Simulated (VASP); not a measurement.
Runs of VASP 6.6.1 on In. The structure is that of space group Fm-3m (No. 225), or close to it. The cells are those of the table. 

```tsv
level	spin	cell	k mesh	cutoff (eV)	smearing	grid for exact exchange (PRECFOCK)	share of exact exchange	screening parameter	gap on the mesh (eV)	pressure (GPa)
rpbe exchange, lyp correlation	collinear	a = 3.421 Å, angles 122.5, 122.5, 85.8°, 1 atom	11 × 11 × 11	500	methfessel-paxton 0.05 eV	-	-	-	none	6.0
PBE0	off	a = 3.354 Å, angles 122.5, 122.5, 85.8°, 1 atom	6 × 6 × 6	520	fermi-dirac 0.05 eV	Normal	0.25	-	none	-0.2
HSE06	off	a = 3.337 Å, angles 120.9, 120.9, 88.5°, 1 atom	6 × 6 × 6	520	fermi-dirac 0.05 eV	Normal	0.25	0.2079 1/Å	none	-0.2
r2SCAN	off	a = 3.262 Å, angles 121.5, 121.5, 87.4°, 1 atom	11 × 11 × 11	520	fermi-dirac 0.05 eV	-	-	-	none	(a)
r2SCAN	off	a = 3.361 Å, angles 121.4, 121.4, 87.6°, 1 atom	11 × 11 × 11	520	fermi-dirac 0.05 eV	-	-	-	none	0.0
```

Alike in all rows: task single point; potentials or basis VASP PAW PBE potentials, release 64 (In_d).

**Question.** Fill in the values left out.

**Answer.** (a) 5.0.

Caveats: some runs use coarse meshes; the PAW data sets were made with another functional, which shifts forces and pressure a little; spin-orbit coupling is left out, which moves the levels of the heavy elements; the cell stands under pressure (at least some runs).

A k mesh can miss the band edges, and the runs leave out spin-orbit coupling on In.

A gap of «none» marks levels without a gap at the run's occupations.
